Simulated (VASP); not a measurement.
# TiCo (Pm-3m) in VASP: further runs

TiCo is run at these levels: LDA, PBEsol; tasks: single point.

Everything below comes from runs of VASP 6.6.1. Logs are shortened: lines on timing, memory, paths and dates and some standing lists are left out, and cuts for length are marked.

## 1. The cell of the first run

The structure is cubic, space group Pm-3m (No. 221). Conventional cell: a = 2.986 Å, b = 2.986 Å, c = 2.986 Å, α = 90.00°, β = 90.00°, γ = 90.00°. Within 3.4 Å of Co (site symmetry m-3m) lie 8 Ti at 2.59 Å and 6 Co at 2.99 Å. Within 3.4 Å of Ti (site symmetry m-3m) lie 8 Co at 2.59 Å and 6 Ti at 2.99 Å.

## 2. Single point, LDA, collinear spin, ferromagnetic start

Contents of INCAR:

```
PREC = Accurate
ENCUT = 520
EDIFF = 1E-7
ISMEAR = -1
SIGMA = 0.05
LREAL = False
LASPH = True
NELM = 150
ALGO = Fast
ISIF = 2
LWAVE = False
LCHARG = False
ISPIN = 2
MAGMOM = 2 1
LORBIT = 11
LMAXMIX = 4
GGA = CA
NBANDS = 22
```

Contents of KPOINTS:

```
regular mesh
0
Gamma
  9 9 9
```

Contents of POSCAR:

```
TiCo
1.0
    2.9861109900      0.0000000000      0.0000000000
    0.0000000000      2.9861109900      0.0000000000
    0.0000000000      0.0000000000      2.9861109900
Co Ti
1 1
Direct
    0.5000000000      0.5000000000      0.5000000000
    0.0000000000      0.0000000000      0.0000000000
```

Potentials or basis: VASP PAW LDA potentials, release 64 (Co, Ti_sv).

Launch:

```
$ cat potpaw_LDA.64/Co/POTCAR potpaw_LDA.64/Ti_sv/POTCAR > POTCAR
$ mpirun -np 1 vasp_std > vasp.out
```

OUTCAR:

```text
PREC = Accurate
   ENCUT = 520
   EDIFF = 1E-7
   ISMEAR = -1
   LREAL = False
   LASPH = True
   NELM = 150
   ISIF = 2
   ISPIN = 2
   LORBIT = 11
   GGA = CA

 ion  position               nearest neighbor table
   1  0.500  0.500  0.500-   2 2.59   2 2.59   2 2.59   2 2.59   2 2.59   2 2.59   2 2.59   2 2.59

   2  0.000  0.000  0.000-   1 2.59   1 2.59   1 2.59   1 2.59   1 2.59   1 2.59   1 2.59   1 2.59

  LATTYP: Found a simple cubic cell.
 ALAT       =     2.9861109900

  Lattice vectors:

 A1 = (   2.9861109900,   0.0000000000,   0.0000000000)
 A2 = (   0.0000000000,   2.9861109900,   0.0000000000)
 A3 = (   0.0000000000,   0.0000000000,   2.9861109900)

Analysis of symmetry for initial positions (statically):
=====================================================================
 Subroutine PRICEL returns:
 Original cell was already a primitive cell.

 Routine SETGRP: Setting up the symmetry group for a
 simple cubic supercell.

 Subroutine GETGRP returns: Found 48 space group operations
 (whereof 48 operations were pure point group operations)
 out of a pool of 48 trial point group operations.

The static configuration has the point symmetry O_h .

Analysis of symmetry for dynamics (positions and initial velocities):
=====================================================================
 Subroutine PRICEL returns:
 Original cell was already a primitive cell.

 Routine SETGRP: Setting up the symmetry group for a
 simple cubic supercell.

 Subroutine GETGRP returns: Found 48 space group operations
 (whereof 48 operations were pure point group operations)
 out of a pool of 48 trial point group operations.

The dynamic configuration has the point symmetry O_h .

Analysis of structural, dynamic, and magnetic symmetry:
=====================================================================
 Subroutine PRICEL returns:
 Original cell was already a primitive cell.

 Routine SETGRP: Setting up the symmetry group for a
 simple cubic supercell.

 Subroutine GETGRP returns: Found 48 space group operations
 (whereof 48 operations were pure point group operations)
 out of a pool of 48 trial point group operations.

The overall configuration has the point symmetry O_h .

 Subroutine INISYM returns: Found 48 space group operations
 (whereof 48 operations are pure point group operations),
 and found     1 'primitive' translations

----------------------------------------------------------------------------------------

                                     Primitive cell

  volume of cell :      26.6267

  direct lattice vectors                    reciprocal lattice vectors
     2.986110990  0.000000000  0.000000000     0.334883735  0.000000000  0.000000000
     0.000000000  2.986110990  0.000000000     0.000000000  0.334883735  0.000000000
     0.000000000  0.000000000  2.986110990     0.000000000  0.000000000  0.334883735

  length of vectors
     2.986110990  2.986110990  2.986110990     0.334883735  0.334883735  0.334883735

  position of ions in fractional coordinates (direct lattice)
     0.500000000  0.500000000  0.500000000
     0.000000000  0.000000000  0.000000000

  ion indices of the primitive-cell ions
   primitive index   ion index
                 1           1
                 2           2

----------------------------------------------------------------------------------------

 KPOINTS: regular mesh

Automatic generation of k-mesh.
 Grid dimensions read from file:
 generate k-points for:    9    9    9

 Generating k-lattice:

  Cartesian coordinates                     Fractional coordinates (reciprocal lattice)
     0.037209304  0.000000000  0.000000000     0.111111111  0.000000000  0.000000000
     0.000000000  0.037209304  0.000000000     0.000000000  0.111111111  0.000000000
     0.000000000  0.000000000  0.037209304     0.000000000  0.000000000  0.111111111

  Length of vectors
     0.037209304  0.037209304  0.037209304

  Shift w.r.t. Gamma in fractional coordinates (k-lattice)
     0.000000000  0.000000000  0.000000000

 Subroutine IBZKPT returns following result:
 ===========================================

 Found     35 irreducible k-points:

 Following reciprocal coordinates:
            Coordinates               Weight
  0.000000  0.000000  0.000000      1.000000
  0.111111  0.000000  0.000000      6.000000
  0.222222  0.000000  0.000000      6.000000
  0.333333  0.000000  0.000000      6.000000
  0.444444  0.000000  0.000000      6.000000
  0.111111  0.111111  0.000000     12.000000
[... 16 lines left out ...]
  0.333333  0.333333  0.111111     24.000000
  0.444444  0.333333  0.111111     48.000000
 [... further k-points ...]
   k-points           NKPTS =     35   k-points in BZ     NKDIM =     35   number of bands    NBANDS=     22
   number of dos      NEDOS =    301   number of ions     NIONS =      2
   total plane-waves  NPLWV =  13824
   dimension x,y,z NGX =    24 NGY =   24 NGZ =   24
   dimension x,y,z NGXF=    48 NGYF=   48 NGZF=   48
   ions per type =               1   1
   NGX,Y,Z   is equivalent  to a cutoff of  13.36, 13.36, 13.36 a.u.
   NGXF,Y,Z  is equivalent  to a cutoff of  26.72, 26.72, 26.72 a.u.
 SYSTEM =  unknown system
   PREC   = accura    normal or accurate (medium, high low for compatibility)
   ISTART =      0    job   : 0-new  1-cont  2-samecut
   ICHARG =      2    charge: 1-file 2-atom 10-const
   ISPIN  =      2    spin polarized calculation?
   LNONCOLLINEAR =      F non collinear calculations
   LSORBIT =      F    spin-orbit coupling
   LASPH  =      T    aspherical Exc in radial PAW
   ENCUT  =  520.0 eV  38.22 Ry    6.18 a.u.   5.55  5.55  5.55*2*pi/ulx,y,z
   NELM   =    150;   NELMIN=  2; NELMDL= -5     # of ELM steps
   EDIFF  = 0.1E-06   stopping-criterion for ELM
   LREAL  =      F    real-space projection
   EDIFFG = 0.1E-05   stopping-criterion for IOM
   NSW    =      0    number of steps for IOM
   IBRION =     -1    ionic relax: 0-MD 1-quasi-New 2-CG
   NFREE  =      0    steps in history (QN), initial steepest desc. (CG)
   ISIF   =      2    stress and relaxation
   ISYM   =      2    0-nonsym 1-usesym 2-fastsym
   POTIM  = 0.5000    time-step for ionic-motion
   TEBEG  =    0.0;   TEEND  =   0.0 temperature during run
   PSTRESS=    0.0 pullay stress
   NELECT =      21.0000    total number of electrons
   NUPDOWN=      -1.0000    fix difference up-down
   EMIN   =  10.00;   EMAX   =-10.00  energy-range for DOS
   EFERMI =   0.00;   METHOD = LEGACY
   ISMEAR =    -1;   SIGMA  =   0.05  broadening in eV -4-tet -1-fermi 0-gaus
   EFERMI_NEDOS =   21; number of points for ismear=-14 and -15
   IALGO  =     68    algorithm
   IMIX   =      4    mixing-type and parameters
     AMIX     =   0.40;   BMIX     =  1.00
     AMIX_MAG =   1.60;   BMIX_MAG =  1.00
  volume/ion in A,a.u.               =      13.31        89.84
  Fermi-wavevector in a.u.,A,eV,Ry     =   1.512546  2.858298 31.127355  2.287796
  Thomas-Fermi vector in A             =   2.622456
   LORBIT       =     11    0 simple, 1 ext, 2 COOP (PROOUT), +10 PAW based schemes
   GGA     = CA    functional components
   LHFCALC =     F    Hartree Fock is set to
   AEXX    =    0.0000 exact exchange contribution
   IVDW    =     0    specifies the selected vdW correction
   LEPSILON=     F    determine dielectric tensor
   LRPA    =     F    only Hartree local field effects (RPA)
 spin polarized calculation
 RMM-DIIS sequential band-by-band and
  energy-cutoff  :      520.00
  volume of cell :       26.63
 maximum number of plane-waves:       739
 NGX is ok and might be reduce to    24
   NGX = 11   NGY = 11   NGZ = 11

 number of electron      20.9999983 magnetization       0.4394308

 Free energy of the ion-electron system (eV)
  ---------------------------------------------------
  ext. energy  EPLUGINS =         0.00000000
  ---------------------------------------------------
  free energy    TOTEN  =       -17.49585284 eV

  energy without entropy =      -17.47666167  energy(sigma->0) =      -17.48625726

 E-fermi :   9.6294     XC(G=0): -12.8851

 val. band max:        9.6122914243   @ k =   0.3333   0.3333   0.3333
 cond. band min:       9.6606519849   @ k =   0.4444   0.2222   0.0000
 fundamental gap:      0.0483605606
 Fermi energy:         9.6293605479

 spin component 1

 k-point     1 :       0.0000    0.0000    0.0000
  band No.  band energies     occupation
      1     -46.8525      1.00000
      2     -23.3249      1.00000
      3     -23.3249      1.00000
      4     -23.3249      1.00000
      5       2.0300      1.00000
      6       5.7389      1.00000
[... 14 lines left out ...]
     21      28.9964      0.00000
     22      30.6150      0.00000

 k-point     2 :       0.1111    0.0000    0.0000
  band No.  band energies     occupation
      1     -46.8486      1.00000
      2     -23.3616      1.00000
      3     -23.3222      1.00000
      4     -23.3222      1.00000
      5       2.2739      1.00000
      6       5.8432      1.00000
[... 542 lines left out ...]
 k-point    24 :       0.4444    0.3333    0.1111
  band No.  band energies     occupation
      1     -46.7935      1.00000
      2     -23.5844      1.00000
      3     -23.5128      1.00000
      4     -23.3150      1.00000
      5       5.5427      1.00000
      6       6.1338      1.00000
[... 14 lines left out ...]
     21      26.4464      0.00000
     22      29.4153      0.00000

 [... further k-points ...]

 spin component 2

 k-point     1 :       0.0000    0.0000    0.0000
  band No.  band energies     occupation
      1     -46.8552      1.00000
      2     -23.3281      1.00000
      3     -23.3281      1.00000
      4     -23.3281      1.00000
      5       2.0609      1.00000
      6       5.9952      1.00000
[... 14 lines left out ...]
     21      29.2293      0.00000
     22      30.6130      0.00000

 k-point     2 :       0.1111    0.0000    0.0000
  band No.  band energies     occupation
      1     -46.8513      1.00000
      2     -23.3649      1.00000
      3     -23.3255      1.00000
      4     -23.3255      1.00000
      5       2.3049      1.00000
      6       6.1059      1.00000
[... 542 lines left out ...]
 k-point    24 :       0.4444    0.3333    0.1111
  band No.  band energies     occupation
      1     -46.7962      1.00000
      2     -23.5880      1.00000
      3     -23.5163      1.00000
      4     -23.3183      1.00000
      5       5.6766      1.00000
      6       6.2964      1.00000
[... 14 lines left out ...]
     21      26.4966      0.00000
     22      29.4379      0.00000

 [... further k-points ...]
[... 5 lines left out ...]
  --------------------------------------------------------------------------------------
  -------------------------------------------------------------------------------------
  Total       -2.4682302     -2.4682302     -2.4682302     -0.0000000      0.0000000     -0.0000000
  in kB     -148.5177662   -148.5177662   -148.5177662     -0.0000000      0.0000000     -0.0000000
  external PRESSURE =    -148.5177662 kB  Pullay stress =       0.0000000 kB

 VOLUME and BASIS-vectors are now :
 -----------------------------------------------------------------------------
  energy-cutoff  :      520.00
  volume of cell :       26.63
      direct lattice vectors                 reciprocal lattice vectors
     2.986110990  0.000000000  0.000000000     0.334883735  0.000000000  0.000000000
     0.000000000  2.986110990  0.000000000     0.000000000  0.334883735  0.000000000
     0.000000000  0.000000000  2.986110990     0.000000000  0.000000000  0.334883735

 POSITION                                       TOTAL-FORCE (eV/Angst)
 -----------------------------------------------------------------------------------
      1.49306      1.49306      1.49306         0.000000      0.000000      0.000000
      0.00000      0.00000      0.00000         0.000000      0.000000      0.000000
 -----------------------------------------------------------------------------------
    total drift:                                0.000000      0.000000     -0.000000

  FREE ENERGIE OF THE ION-ELECTRON SYSTEM (eV)
  ---------------------------------------------------
  free  energy   TOTEN  =       -17.4958528428 eV

  energy  without entropy=      -17.4766616675  energy(sigma->0) =      -17.48625726

 total charge

# of ion       s       p       d       tot
------------------------------------------
    1        0.525   0.437   7.357   8.319
    2        2.249   6.175   1.877  10.301
--------------------------------------------------
tot          2.774   6.612   9.234  18.619

 magnetization (x)

# of ion       s       p       d       tot
------------------------------------------
    1        0.018  -0.001   0.441   0.458
    2       -0.001  -0.004  -0.004  -0.009
--------------------------------------------------
tot          0.017  -0.005   0.437   0.449
```

It took 40 s on 1 thread of AMD EPYC 9R45 (Zen 5), shared host; peak memory 0.12 GiB.

Results:

```
Free energy                                           : -17.4959 eV
Pressure                                              : -14.9 GPa
Net moment                                            : 0.44 μB per cell
Site moments                                          : Co +0.46; Ti -0.01 μB
Valence electrons inside the program's atomic spheres : Co 8.32; Ti 10.30
```

Levels at points of the mesh, in eV from the Fermi level:
Spin up:
```csv
k point,band 7,band 8,band 9,band 10,band 11,band 12,band 13,band 14
"(0.00, 0.00, 0.00)",-3.89,-1.60,-1.60,-1.60,0.64,0.64,2.69,2.69
```
Spin down:
```csv
k point,band 8,band 9,band 10,band 11,band 12,band 13
"(0.00, 0.00, 0.00)",-1.32,-1.32,-1.32,0.86,0.86,2.74
```

## 3. Single point, LDA, collinear spin, ferromagnetic start (volume scaled by 1.04)

Contents of INCAR:

```
SYSTEM = TiCo
PREC     = Accurate       ! precision mode
ENCUT    = 520            ! plane-wave cutoff, eV
EDIFF    = 1E-6           ! SCF threshold, eV
ISMEAR   = -1             ! smearing method
SIGMA    = 0.05           ! smearing width, eV
LREAL    = .False.        ! projectors in reciprocal space
LASPH    = .True.         ! aspherical terms in the spheres
NELM     = 150            ! most SCF steps
ALGO     = Normal         ! electronic algorithm
ISIF     = 2              ! what is computed and relaxed
LWAVE    = .False.        ! write WAVECAR
LCHARG   = .False.        ! write CHGCAR
ISPIN    = 2              ! spin polarisation
MAGMOM   = 2 1            ! initial moments
LORBIT   = 11             ! projections on sites
LMAXMIX  = 4              ! l up to which the mixer works
GGA      = CA             ! functional
NBANDS   = 22             ! bands
```

Contents of KPOINTS:

```
regular mesh
0
Gamma
  9 9 9
  0 0 0
```

Contents of POSCAR:

```
TiCo
1.0
    3.0254064304      0.0000000000      0.0000000000
    0.0000000000      3.0254064304      0.0000000000
    0.0000000000      0.0000000000      3.0254064304
Co Ti
1 1
Direct
    0.5000000000      0.5000000000      0.5000000000
    0.0000000000      0.0000000000      0.0000000000
```

Potentials or basis: VASP PAW LDA potentials, release 64 (Co, Ti_sv).

Launch:

```
$ cat potpaw_LDA.64/Co/POTCAR potpaw_LDA.64/Ti_sv/POTCAR > POTCAR
$ mpirun -np 1 vasp_std > vasp.out
```

It took 27 s on 1 thread of AMD EPYC 9R45 (Zen 5), shared host; peak memory 0.12 GiB.

Results (log left out):

```
Free energy                                           : -17.3799 eV
Pressure                                              : -20.4 GPa
Net moment                                            : 0.47 μB per cell
Site moments                                          : Co +0.51; Ti -0.02 μB
Valence electrons inside the program's atomic spheres : Co 8.26; Ti 10.25
```

Levels at points of the mesh, in eV from the Fermi level:
Spin up:
```tsv
k point	band 6	band 7	band 8	band 9	band 10	band 11	band 12	band 13	band 14	band 15
(0.00, 0.00, 0.00)	-3.71	-3.71	-1.56	-1.56	-1.56	0.59	0.59	2.55	2.55	2.55
```
Spin down:
| k point | band 8 | band 9 | band 10 | band 11 | band 12 | band 13 |
| --- | --- | --- | --- | --- | --- | --- |
| (0.00, 0.00, 0.00) | -1.24 | -1.24 | -1.24 | 0.83 | 0.83 | 2.59 |

## 4. Single point, PBEsol, collinear spin, ferromagnetic start (volume scaled by 1.04)

Changes to INCAR since step 3:

```diff
@@ -9,6 +9,6 @@
 NELM     = 150            ! most SCF steps
-ALGO     = Normal         ! electronic algorithm
+ALGO     = Fast           ! electronic algorithm
 ISIF     = 2              ! what is computed and relaxed
 LWAVE    = .False.        ! write WAVECAR
-LCHARG   = .False.        ! write CHGCAR
+LCHARG   = .True.         ! write CHGCAR
 ISPIN    = 2              ! spin polarisation
@@ -17,3 +17,5 @@
 LMAXMIX  = 4              ! l up to which the mixer works
-GGA      = CA             ! functional
+GGA      = PS             ! functional
+LELF     = .True.         ! ELF
+LVHAR    = .True.       
 NBANDS   = 22             ! bands
```

KPOINTS is that of step 3.

POSCAR is that of step 3.

Potentials or basis: VASP PAW PBE potentials, release 64 (Co, Ti_sv).

Launch:

```
$ cat potpaw_PBE.64/Co/POTCAR potpaw_PBE.64/Ti_sv/POTCAR > POTCAR
$ mpirun -np 1 vasp_std > vasp.out
```

It took 42 s on 1 thread of AMD EPYC 9R45 (Zen 5), shared host; peak memory 0.14 GiB.

The run converged. Its results:

```yaml
Free_energy: -16.8044 eV
Pressure: -13.8 GPa
Net_moment: 0.76 μB per cell
Site_moments: Co +0.86; Ti -0.04 μB
Valence_electrons_inside_the_program's_atomic_spheres: Co 8.23; Ti 10.23
```

Levels at points of the mesh, in eV from the Fermi level:
Spin up:
```tsv
k point	band 7	band 8	band 9	band 10	band 11	band 12	band 13	band 14
(0.00, 0.00, 0.00)	-3.94	-1.77	-1.77	-1.77	0.47	0.47	2.55	2.55
```
Spin down:
```
           k point  band 7  band 8  band 9  band 10  band 11  band 12  band 13  band 14
(0.00, 0.00, 0.00)   -3.37   -1.23   -1.23    -1.23     0.93     0.93     2.62     2.62
```

Caveat: the PAW data sets were made with another functional, which shifts forces and pressure a little.

## 5. Overview

| level | potentials or basis | cell | gap on the mesh (eV) | pressure (GPa) | moment (μB) |
| --- | --- | --- | --- | --- | --- |
| LDA | VASP PAW LDA potentials, release 64 (Co, Ti_sv) | a = 2.986 Å, 2 atoms | none | -14.9 | 0.44 |
| LDA | VASP PAW LDA potentials, release 64 (Co, Ti_sv) | a = 3.025 Å, 2 atoms | none | -20.4 | 0.47 |
| PBEsol | VASP PAW PBE potentials, release 64 (Co, Ti_sv) | a = 3.025 Å, 2 atoms | none | -13.8 | 0.76 |

Alike in all rows: task single point; spin collinear, ferromagnetic start; k mesh 9 × 9 × 9; cutoff (eV) 520; smearing fermi-dirac 0.05 eV.

Caveats: the PAW data sets were made with another functional, which shifts forces and pressure a little (some runs).

Total energies depend on the potentials used, so only differences within one code and one set of settings carry meaning.
